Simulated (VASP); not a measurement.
# Au (P6_3/mmc) in VASP: a series of runs

The runs below take Au through single point, with PBEsol.

Program: VASP 6.6.1. These are calculated values, not measurements. Logs are shortened: lines on timing, memory, paths and dates and some standing lists are left out, and cuts for length are marked.

### 1 The cell of the first run

The structure is hexagonal, space group P6_3/mmc (No. 194). Conventional cell: a = 2.821 Å, b = 2.821 Å, c = 4.746 Å, α = 90.00°, β = 90.00°, γ = 120.00°. Within 3.7 Å of Au (site symmetry -6m2) lie 12 Au at 2.82 to 2.88 Å.

### 2 Single point, PBEsol

Input file INCAR:

```
SYSTEM = Au
PREC = Accurate ; ENCUT = 520
EDIFF = 1E-6 ; ISMEAR = -1
SIGMA = 0.1 ; LREAL = .False.
LASPH = .True. ; NELM = 60
ALGO = Normal ; ISIF = 2
LWAVE = .False. ; LCHARG = .True.
GGA = PS ; LELF = .True.
LVHAR = .True. ; NBANDS = 18
```

Input file KPOINTS:

```
Automatic mesh
0
Gamma
  13 13 7
  0 0 0
```

Input file POSCAR:

```
Au
1.0
    2.8205075960      0.0000000000      0.0000000000
   -1.4102537980      2.4426315497      0.0000000000
    0.0000000000      0.0000000000      4.7462334719
Au
2
Direct
    0.3333333333      0.6666666667      0.7500000000
    0.6666666667      0.3333333333      0.2500000000
```

Potentials or basis: VASP PAW PBE potentials, release 64 (Au).

Launch:

```sh
cat potpaw_PBE.64/Au/POTCAR > POTCAR
mpirun -np 1 vasp_std > vasp.out
```

OUTCAR:

```text
SYSTEM = Au
   PREC = Accurate
   ENCUT = 520
   EDIFF = 1E-6
   ISMEAR = -1
   LREAL = .False.
   LASPH = .True.
   NELM = 60
   ISIF = 2
   GGA = PS

 ion  position               nearest neighbor table
   1  0.333  0.667  0.750-   2 2.88   2 2.88   2 2.88   2 2.88   2 2.88   2 2.88
   2  0.667  0.333  0.250-   1 2.88   1 2.88   1 2.88   1 2.88   1 2.88   1 2.88

  LATTYP: Found a hexagonal cell.
 ALAT       =     2.8205075960
 C/A-ratio  =     1.6827586207

  Lattice vectors:

 A1 = (   2.8205075960,   0.0000000000,   0.0000000000)
 A2 = (  -1.4102537980,   2.4426315497,   0.0000000000)
 A3 = (   0.0000000000,   0.0000000000,   4.7462334719)

Analysis of symmetry for initial positions (statically):
=====================================================================
 Subroutine PRICEL returns:
 Original cell was already a primitive cell.

 Routine SETGRP: Setting up the symmetry group for a
 hexagonal supercell.

 Subroutine GETGRP returns: Found 24 space group operations
 (whereof 12 operations were pure point group operations)
 out of a pool of 24 trial point group operations.

The static configuration has the point symmetry D_3d.
 The point group associated with its full space group is D_6h.

Analysis of symmetry for dynamics (positions and initial velocities):
=====================================================================
 Subroutine PRICEL returns:
 Original cell was already a primitive cell.

 Routine SETGRP: Setting up the symmetry group for a
 hexagonal supercell.

 Subroutine GETGRP returns: Found 24 space group operations
 (whereof 12 operations were pure point group operations)
 out of a pool of 24 trial point group operations.

The dynamic configuration has the point symmetry D_3d.
 The point group associated with its full space group is D_6h.

 Subroutine INISYM returns: Found 24 space group operations
 (whereof 12 operations are pure point group operations),
 and found     1 'primitive' translations

----------------------------------------------------------------------------------------

                                     Primitive cell

  volume of cell :      32.6990

  direct lattice vectors                    reciprocal lattice vectors
     2.820507596  0.000000000  0.000000000     0.354546111  0.204697266  0.000000000
    -1.410253798  2.442631550  0.000000000     0.000000000  0.409394532  0.000000000
     0.000000000  0.000000000  4.746233472     0.000000000  0.000000000  0.210693386

  length of vectors
     2.820507596  2.820507873  4.746233472     0.409394572  0.409394532  0.210693386

  position of ions in fractional coordinates (direct lattice)
     0.333333333  0.666666667  0.750000000
     0.666666667  0.333333333  0.250000000

  ion indices of the primitive-cell ions
   primitive index   ion index
                 1           1
                 2           2

----------------------------------------------------------------------------------------

 KPOINTS: Automatic mesh

Automatic generation of k-mesh.
 Grid dimensions read from file:
 generate k-points for:   13   13    7

 Generating k-lattice:

  Cartesian coordinates                     Fractional coordinates (reciprocal lattice)
     0.027272778  0.015745944  0.000000000     0.076923077  0.000000000  0.000000000
     0.000000000  0.031491887  0.000000000     0.000000000  0.076923077  0.000000000
     0.000000000  0.000000000  0.030099055     0.000000000  0.000000000  0.142857143

  Length of vectors
     0.031491890  0.031491887  0.030099055

  Shift w.r.t. Gamma in fractional coordinates (k-lattice)
     0.000000000  0.000000000  0.000000000

 Subroutine IBZKPT returns following result:
 ===========================================

 Found     84 irreducible k-points:

 Following reciprocal coordinates:
            Coordinates               Weight
  0.000000  0.000000  0.000000      1.000000
  0.076923 -0.000000  0.000000      6.000000
  0.153846  0.000000  0.000000      6.000000
  0.230769 -0.000000  0.000000      6.000000
  0.307692  0.000000  0.000000      6.000000
  0.384615  0.000000  0.000000      6.000000
[... 16 lines left out ...]
  0.076923 -0.000000  0.142857     12.000000
  0.153846  0.000000  0.142857     12.000000
 [... further k-points ...]
   k-points           NKPTS =     84   k-points in BZ     NKDIM =     84   number of bands    NBANDS=     18
   number of dos      NEDOS =    301   number of ions     NIONS =      2
   total plane-waves  NPLWV =  20736
   dimension x,y,z NGX =    24 NGY =   24 NGZ =   36
   dimension x,y,z NGXF=    48 NGYF=   48 NGZF=   72
   ions per type =               2
   NGX,Y,Z   is equivalent  to a cutoff of  14.15, 14.15, 12.61 a.u.
   NGXF,Y,Z  is equivalent  to a cutoff of  28.29, 28.29, 25.22 a.u.
 SYSTEM =  Au
   PREC   = accura    normal or accurate (medium, high low for compatibility)
   ISTART =      0    job   : 0-new  1-cont  2-samecut
   ICHARG =      2    charge: 1-file 2-atom 10-const
   ISPIN  =      1    spin polarized calculation?
   LNONCOLLINEAR =      F non collinear calculations
   LSORBIT =      F    spin-orbit coupling
   LASPH  =      T    aspherical Exc in radial PAW
   ENCUT  =  520.0 eV  38.22 Ry    6.18 a.u.   5.24  5.24  8.82*2*pi/ulx,y,z
   NELM   =     60;   NELMIN=  2; NELMDL= -5     # of ELM steps
   EDIFF  = 0.1E-05   stopping-criterion for ELM
   LREAL  =      F    real-space projection
   EDIFFG = 0.1E-04   stopping-criterion for IOM
   NSW    =      0    number of steps for IOM
   IBRION =     -1    ionic relax: 0-MD 1-quasi-New 2-CG
   NFREE  =      0    steps in history (QN), initial steepest desc. (CG)
   ISIF   =      2    stress and relaxation
   ISYM   =      2    0-nonsym 1-usesym 2-fastsym
   POTIM  = 0.5000    time-step for ionic-motion
   TEBEG  =    0.0;   TEEND  =   0.0 temperature during run
   PSTRESS=    0.0 pullay stress
   NELECT =      22.0000    total number of electrons
   NUPDOWN=      -1.0000    fix difference up-down
   EMIN   =  10.00;   EMAX   =-10.00  energy-range for DOS
   EFERMI =   0.00;   METHOD = LEGACY
   ISMEAR =    -1;   SIGMA  =   0.10  broadening in eV -4-tet -1-fermi 0-gaus
   EFERMI_NEDOS =   21; number of points for ismear=-14 and -15
   IALGO  =     38    algorithm
   IMIX   =      4    mixing-type and parameters
     AMIX     =   0.40;   BMIX     =  1.00
     AMIX_MAG =   1.60;   BMIX_MAG =  1.00
  volume/ion in A,a.u.               =      16.35       110.33
  Fermi-wavevector in a.u.,A,eV,Ry     =   1.434512  2.710835 27.998417  2.057826
  Thomas-Fermi vector in A             =   2.553913
   LORBIT       =      0    0 simple, 1 ext, 2 COOP (PROOUT), +10 PAW based schemes
   GGA     = PS    functional components
   LHFCALC =     F    Hartree Fock is set to
   AEXX    =    0.0000 exact exchange contribution
   IVDW    =     0    specifies the selected vdW correction
   LEPSILON=     F    determine dielectric tensor
   LRPA    =     F    only Hartree local field effects (RPA)
 non-spin polarized calculation
  energy-cutoff  :      520.00
  volume of cell :       32.70
 maximum number of plane-waves:       893
 NGX is ok and might be reduce to    24
   NGX = 11   NGY = 11   NGZ = 17

 number of electron      22.0000000 magnetization

 Free energy of the ion-electron system (eV)
  ---------------------------------------------------
  ext. energy  EPLUGINS =         0.00000000
  ---------------------------------------------------
  free energy    TOTEN  =        -7.82699979 eV

  energy without entropy =       -7.81350663  energy(sigma->0) =       -7.82025321

 E-fermi :   9.8758     XC(G=0): -13.1312

 val. band max:        9.8662184603   @ k =   0.1538   0.1538   0.2857
 cond. band min:       9.9266467301   @ k =   0.2308   0.0769   0.2857
 fundamental gap:      0.0604282698
 Fermi energy:         9.8757781659

 k-point     1 :       0.0000    0.0000    0.0000
  band No.  band energies     occupation
      1      -0.3855      2.00000
      2       2.1612      2.00000
      3       4.8640      2.00000
      4       5.1843      2.00000
      5       5.1843      2.00000
      6       5.5218      2.00000
[... 10 lines left out ...]
     17      28.9312      0.00000
     18      28.9312      0.00000

 k-point     2 :       0.0769   -0.0000    0.0000
  band No.  band energies     occupation
      1      -0.1899      2.00000
      2       2.3257      2.00000
      3       4.7967      2.00000
      4       5.2342      2.00000
      5       5.3197      2.00000
      6       5.4499      2.00000
[... 10 lines left out ...]
     17      27.9382      0.00000
     18      28.0920      0.00000

 k-point     3 :       0.1538    0.0000    0.0000
  band No.  band energies     occupation
      1       0.3707      2.00000
      2       2.7520      2.00000
      3       4.6057      2.00000
      4       5.1927      2.00000
      5       5.4778      2.00000
      6       5.5474      2.00000
[... 10 lines left out ...]
     17      26.5260      0.00000
     18      27.7123      0.00000

 k-point     4 :       0.2308   -0.0000    0.0000
  band No.  band energies     occupation
      1       1.1967      2.00000
      2       3.1408      2.00000
      3       4.5676      2.00000
      4       4.6618      2.00000
      5       5.0018      2.00000
      6       5.7434      2.00000
[... 375 lines left out ...]
      4       5.1459      2.00000
      5       5.1459      2.00000
      6       5.4686      2.00000
[... 10 lines left out ...]
     17      28.6322      0.00000
     18      28.6322      0.00000

 k-point    23 :       0.0769   -0.0000    0.1429
  band No.  band energies     occupation
      1      -0.0174      2.00000
      2       2.3201      2.00000
      3       4.7883      2.00000
      4       5.1324      2.00000
      5       5.2723      2.00000
      6       5.3654      2.00000
[... 10 lines left out ...]
     17      27.5959      0.00000
     18      27.8832      0.00000

 k-point    24 :       0.1538    0.0000    0.1429
  band No.  band energies     occupation
      1       0.5345      2.00000
      2       2.7644      2.00000
      3       4.6346      2.00000
      4       5.0379      2.00000
      5       5.1447      2.00000
      6       5.6058      2.00000
[... 10 lines left out ...]
     17      26.6475      0.00000
     18      27.2666      0.00000

 [... further k-points ...]

------------------------ aborting loop because EDIFF is reached ----------------------------------------

  FORCE on cell =-STRESS in cart. coord.  units (eV):
  Direction    XX          YY          ZZ          XY          YZ          ZX
  --------------------------------------------------------------------------------------
  -------------------------------------------------------------------------------------
  Total        1.6501188      1.6501193      1.3465834      0.0000000      0.0000000      0.0000000
  in kB       80.8521309     80.8521521     65.9795745      0.0000000      0.0000000      0.0000000
  external PRESSURE =      75.8946192 kB  Pullay stress =       0.0000000 kB

 VOLUME and BASIS-vectors are now :
 -----------------------------------------------------------------------------
  energy-cutoff  :      520.00
  volume of cell :       32.70
      direct lattice vectors                 reciprocal lattice vectors
     2.820507596  0.000000000  0.000000000     0.354546111  0.204697266  0.000000000
    -1.410253798  2.442631550  0.000000000     0.000000000  0.409394532  0.000000000
     0.000000000  0.000000000  4.746233472     0.000000000  0.000000000  0.210693386

 POSITION                                       TOTAL-FORCE (eV/Angst)
 -----------------------------------------------------------------------------------
     -0.00000      1.62842      3.55968        -0.000000      0.000000      0.000000
      1.41025      0.81421      1.18656         0.000000      0.000000      0.000000
 -----------------------------------------------------------------------------------
    total drift:                               -0.000000      0.000000     -0.000000

  FREE ENERGIE OF THE ION-ELECTRON SYSTEM (eV)
  ---------------------------------------------------
  free  energy   TOTEN  =        -7.8269997904 eV

  energy  without entropy=       -7.8135066251  energy(sigma->0) =       -7.82025321
```

Run time: 44 s. Hardware: 1 thread of Intel Xeon 8259CL, shared host; peak memory 0.18 GiB.

Results:

```
Free energy            : -7.8270 eV
Pressure               : 7.6 GPa
Band gap on the k mesh : zero (band 11 reaches 13.15 eV, above the bottom of band 12 at 7.41 eV)
```

Caveat: the PAW data sets were made with another functional, which shifts forces and pressure a little; spin-orbit coupling is left out, which moves the levels of the heavy elements.

### 3 Single point, PBEsol

This run uses another cell than the first one, of 16.82 Å³/atom, 1.029 times its volume.

Input file INCAR:

```
ALGO = Normal
EDIFF = 1E-6
ENCUT = 520
GGA = PS
ISIF = 2
ISMEAR = -1
LASPH = T
LCHARG = F
LREAL = F
LWAVE = F
NBANDS = 18
NELM = 100
PREC = Accurate
SIGMA = 0.1
```

Input file KPOINTS:

```
k-points
0
Gamma
  13 13 7
```

Input file POSCAR:

```
Au
1.0
    2.8474997394      0.0000000000      0.0000000000
   -1.4237498697      2.4660074347      0.0000000000
    0.0000000000      0.0000000000      4.7916547339
Au
2
Direct
    0.3333333333      0.6666666667      0.7500000000
    0.6666666667      0.3333333333      0.2500000000
```

Potentials or basis: VASP PAW PBE potentials, release 64 (Au).

Launch:

```sh
cat potpaw_PBE.64/Au/POTCAR > POTCAR
mpirun -np 1 vasp_std > vasp.out
```

It took 51 s on 1 thread of Intel Xeon 8259CL, shared host; peak memory 0.18 GiB.

It converged, with:

* Free energy: -7.8551 eV
* Pressure: 1.8 GPa
* Band gap on the k mesh: zero (band 11 reaches 12.57 eV, above the bottom of band 12 at 6.97 eV)

Stress tensor (GPa, compression positive):
```
2.16 0.00 0.00
0.00 2.16 0.00
0.00 0.00 1.16
```

Levels at points of the mesh, in eV from the Fermi level:
```tsv
k point	band 7	band 8	band 9	band 10	band 11	band 12	band 13	band 14	band 15	band 16
(0.00, 0.00, 0.00)	-4.21	-3.48	-3.48	-2.08	-2.08	-1.18	2.81	14.67	15.77	16.88
```

Caveat: the PAW data sets were made with another functional, which shifts forces and pressure a little; spin-orbit coupling is left out, which moves the levels of the heavy elements.

[end of part 1 of 2]
